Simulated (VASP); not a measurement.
A run of VASP 6.6.1 is set up as follows.

The input POSCAR:

```
BP
1.0
    0.0000000000      2.2226808807      2.2226808807
    2.2226808807      0.0000000000      2.2226808807
    2.2226808807      2.2226808807      0.0000000000
P B
1 1
Direct
    0.7500000000      0.7500000000      0.7500000000
    0.0000000000      0.0000000000      0.0000000000
```

File INCAR.step1:

```
SYSTEM = BP
ALGO = Normal
EDIFF = 1E-5
ENCUT = 520
GGA = PE
ISIF = 2
ISMEAR = -1
LASPH = .TRUE.
LREAL = .FALSE.
LWAVE = .TRUE.
NBANDS = 11
NELM = 60
PREC = Accurate
SIGMA = 0.05
```

The input INCAR.step2:

```
SYSTEM = BP
AEXX = 0.5
AGGAC = 1.0
AGGAX = 0.5
ALDAC = 0.0
ALDAX = 0.5
ALGO = Normal
EDIFF = 1E-6
ENCUT = 520
GGA = B5
ISIF = 2
ISMEAR = -1
ISTART = 1
LASPH = .TRUE.
LCHARG = .TRUE.
LELF = .TRUE.
LHFCALC = .TRUE.
LREAL = .FALSE.
LVHAR = .TRUE.
LWAVE = .FALSE.
NBANDS = 11
NELM = 60
PREC = Accurate
PRECFOCK = Normal
SIGMA = 0.05
```

KPOINTS

```
k-points
0
G
  5 5 5
  0 0 0
```

Potentials or basis: VASP PAW PBE potentials, release 64 (P, B).

The run is started by

```bash
$ cat potpaw_PBE.64/P/POTCAR potpaw_PBE.64/B/POTCAR > POTCAR
$ cp INCAR.step1 INCAR
$ mpirun -np 1 vasp_std > vasp.out
$ cp INCAR.step2 INCAR
$ mpirun -np 1 vasp_std > vasp.out
```

**Question.** Estimate the pressure.

**Answer.** 11.3 GPa.

**Question.** What does it give for the band gap on the k mesh?

**Answer.** 4.61 eV, indirect (least direct gap 7.25 eV).

Caveat: the k points lie up to 0.49 Å⁻¹ apart; the PAW data sets were made with another functional, which shifts forces and pressure a little. A k mesh can miss the band edges.
